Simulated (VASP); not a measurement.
## KF: electric field gradients with PBEsol

KF:

```xyz
2
Lattice="0.0000 2.1068 2.1068 2.1068 0.0000 2.1068 2.1068 2.1068 0.0000" Properties=species:S:1:pos:R:3 pbc="T T T"
K     0.0000    0.0000    0.0000
F     2.1068    2.1068    2.1068
```

```
Program                : VASP 6.6.1
Task                   : electric field gradients
Functional             : PBEsol
Potentials or basis    : VASP PAW PBE potentials, release 64 (K_sv, F)
Cutoff                 : 520 eV
k mesh                 : 9 × 9 × 9
Occupations            : fermi-dirac, width 0.03 eV
Spin                   : no spin polarisation
Dipole correction      : no
Further INCAR settings : ALGO = Normal; EDIFF = 1e-08; NBANDS = 15
```

| Quantity | Value |
| --- | --- |
| Pressure | 133.5 GPa |
| Band gap on the k mesh | 5.75 eV (least direct gap 5.92 eV) |
| Largest electric field gradient by atom | zero within the noise of the run |

Levels at points of the mesh, in eV from the valence-band top:
```tsv
k point	band 4	band 5	band 6	band 7	band 8	band 9	band 10	band 11	band 12	band 13
(0.00, 0.00, 0.00)	-8.92	-8.92	-1.40	-1.40	-1.40	10.14	10.14	10.14	10.21	13.21
```

It took 14 s on 1 thread of Intel Xeon 8259CL, with other jobs on the host, peak memory 0.14 GiB.

Caveat: the cell stands under pressure; the PAW data sets were made with another functional, which shifts forces and pressure a little; an odd mesh through Γ misses points on the zone boundary, where band edges can lie.
